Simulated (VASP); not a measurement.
Wanted: the native input for a VASP 6.6.1 run.

```
Task                   : single point
Functional             : PBE
Potentials or basis    : VASP PAW PBE potentials, release 64 (In_d, Cu)
Cutoff                 : 520 eV
k mesh                 : 10 × 10 × 10
Occupations            : gaussian, width 0.1 eV
Spin                   : no spin polarisation
Dipole correction      : no
Further INCAR settings : ALGO = Fast; EDIFF = 1e-06; NBANDS = 33
```

The structure of In3Cu lies in POSCAR:

```
In3Cu
1.0
    5.1035667427      0.0000000000      0.0000000000
    0.0000000000      5.1035667427      0.0000000000
    0.0000000000      0.0000000000      5.1035667427
In Cu
3 1
Direct
    0.5000000000      0.0000000000      0.0000000000
    0.0000000000      0.5000000000      0.0000000000
    0.0000000000      0.0000000000      0.5000000000
    0.0000000000      0.0000000000      0.0000000000
```

These files were run (other wordings do the same):

INCAR

```
ALGO = Fast
EDIFF = 1E-6
ENCUT = 520
GGA = PE
ISIF = 2
ISMEAR = 0
LASPH = T
LCHARG = T
LELF = T
LREAL = F
LVHAR = T
LWAVE = F
NBANDS = 33
NELM = 100
PREC = Accurate
SIGMA = 0.1
```

KPOINTS

```
k-points
0
Gamma
  10 10 10
```

Potentials or basis: VASP PAW PBE potentials, release 64 (In_d, Cu).

Launch:

```bash
$ cat potpaw_PBE.64/In_d/POTCAR potpaw_PBE.64/Cu/POTCAR > POTCAR
$ mpirun -np 1 vasp_std > vasp.out
```

Results of the run:

- Pressure: 0.2 GPa
- Band gap on the k mesh: zero (band 25 reaches 5.13 eV, above the bottom of band 26 at 2.58 eV)

Caveat: spin-orbit coupling is left out, which moves the levels of the heavy elements.

Run time: 2.6 min on 1 thread of Intel(R) Xeon(R) 6975P-C (Granite Rapids), on a shared host, peak memory 0.37 GiB.
